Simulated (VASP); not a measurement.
Au, 1 atom in the cell. It takes space group Pm-3m (No. 221, cubic). The conventional cell has a = 2.748 Å, b = 2.748 Å, c = 2.748 Å, α = 90.00°, β = 90.00°, γ = 90.00°. Au (site symmetry m-3m) has 6 Au at 2.75 Å within 3.6 Å. 

```yaml
Program: VASP 6.6.1
Task: relaxation of cell and atoms
Functional: PBEsol
Potentials_or_basis: VASP PAW PBE potentials, release 64 (Au)
Cutoff: 600 eV
k_mesh: 10 × 10 × 10
Occupations: fermi-dirac, width 0.05 eV
Spin: no spin polarisation
Dipole_correction: no
Further_INCAR_settings: ALGO = Fast; EDIFF = 1e-07; IBRION = 2; EDIFFG = -0.01; NSW = 60; ISIF = 3
```

Potentials or basis: VASP PAW PBE potentials, release 64 (Au).

Launch:

```bash
$ cat potpaw_PBE.64/Au/POTCAR > POTCAR
$ mpirun -np 1 vasp_std > vasp.out
```

Hardware: 1 thread of Intel(R) Xeon(R) 6975P-C (Granite Rapids), on a shared host.

Q: How long does it take, and how much memory?

A: Wall time 13 s on 1 thread of Intel(R) Xeon(R) 6975P-C (Granite Rapids) (shared host), peak memory 0.15 GiB. Counts: scf iterations 42, k points 56, ion steps 4.
